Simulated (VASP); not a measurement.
Runs of VASP 6.6.1 on AlN. It takes space group Fm-3m (No. 225, cubic). Conventional cell: a = 4.038 Å, b = 4.038 Å, c = 4.038 Å, α = 90.00°, β = 90.00°, γ = 90.00°. Al (site symmetry m-3m) has 6 N at 2.02 Å within 2.7 Å. N (site symmetry m-3m) has 6 Al at 2.02 Å within 2.7 Å. 

| task | level | potentials or basis | k mesh | cutoff (eV) | smearing | GW scheme | GW iterations | cutoff of the response function | frequency points | empty bands | gap on the mesh (eV) | pressure (GPa) |
| --- | --- | --- | --- | --- | --- | --- | --- | --- | --- | --- | --- | --- |
| single point | PBE | VASP PAW PBE potentials, release 64 (Al, N) | 8 × 8 × 8 | 600 | gaussian 0.5 eV | - | - | - | - | - | 4.65 | 6.0 |
| single point | PBE-based screened hybrid | VASP PAW PBE potentials, release 64 (Al, N) | 6 × 6 × 6 | 520 | gaussian 0.01 eV | - | - | - | - | - | (a) | -3.9 |
| single point | HSE06 | VASP PAW PBE potentials, release 64 (Al, N) | 6 × 6 × 6 | 520 | gaussian 0.2 eV | - | - | - | - | - | 6.01 | -1.5 |
| single point | PBE | VASP PAW PBE potentials, release 64 (Al, N) | 8 × 8 × 8 | 600 | gaussian 0.01 eV | - | - | - | - | - | 4.65 | 6.0 |

Alike in all rows: no spin polarisation; cell as given.

Problem. Fill in the values left out.

Solution. (a) 6.21.

Caveats: some runs use coarse meshes; the PAW data sets were made with another functional, which shifts forces and pressure a little (some runs).

A k mesh can miss the band edges.
